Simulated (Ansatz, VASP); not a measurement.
## SnO in VASP and in Ansatz

```
Sn O
1.0
     3.77039    0.00000    0.00000
     0.00000    3.77039    0.00000
     0.00000    0.00000    4.56337
Sn O
2 2
Direct
  0.00000 0.50000 0.25326
  0.50000 0.00000 0.74674
  0.97890 0.97890 0.00000
  0.50000 0.50000 0.00000
```

Alike in both runs: task single point; functional PBEsol; dispersion D3(BJ); k mesh 12 × 12 × 10; occupations gaussian, width 0.15 eV; no spin polarisation.

|  | VASP | Ansatz |
| --- | --- | --- |
| version | VASP 6.6.1 | Ansatz 0.2.0 |
| potentials or method | VASP PAW PBE potentials, release 64 (Sn_d, O), cutoff 600 eV | scalar-relativistic, plane waves, PAW |
| valence electrons in the cell | 40 | 40 |

VASP gave:

* gap on the k mesh at the Fermi level (eV): none
* pressure (GPa): 0.6
* traceless stress, the component that is largest in VASP (GPa): -0.85
* rms of the force components (eV/Å): 0.352

Task: Estimate Ansatz's values.

Result: gap on the k mesh at the Fermi level (eV): none; pressure (GPa): 0.4; traceless stress, the component that is largest in VASP (GPa): -0.81; rms of the force components (eV/Å): 0.343.

VASP's potentials were made for PBE, not for PBEsol. Atom by atom the forces differ by 0.035 eV/Å (rms over components). A gap of «none» marks a metal or a gap that the smearing closes.
